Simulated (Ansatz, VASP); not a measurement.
Two plane-wave programs on HgTe

```
Hg Te
1.0
     0.00000    3.15856    3.49104
     3.15856    0.00000    3.49104
     3.15856    3.15856    0.00000
Hg Te
1 1
Direct
  0.00000 0.00000 0.00000
  0.75000 0.75000 0.75000
```

Change from the starting cell: strain -0.050 along x and y, +0.050 along z, atoms carried along.

Alike in both runs: task single point; functional PBE; k mesh 16 × 16 × 16; occupations gaussian, width 0.15 eV; no spin polarisation.

|  | VASP | Ansatz |
| --- | --- | --- |
| version | VASP 6.6.1 | Ansatz 0.2.0 |
| potentials or method | VASP PAW PBE potentials, release 64 (Hg, Te), cutoff 520 eV | scalar-relativistic, plane waves, PAW |
| valence electrons in the cell | 18 | 36 |

```tsv
	VASP	Ansatz	Ansatz less VASP
gap on the k mesh at the Fermi level (eV)	none	none	-
pressure (GPa)	2.1	2.0	-0.06
traceless stress, the component that is largest in VASP (GPa)	-1.10	-1.10	+0.001
```

A gap of «none» marks a metal or a gap that the smearing closes. With one functional, cell and mesh, what is left measures potentials, basis and numerics. VASP's potentials hold 18 valence electrons a cell and Ansatz's 36, so a difference there can come from the potentials and not from the codes.

Neither program's run includes spin-orbit coupling.
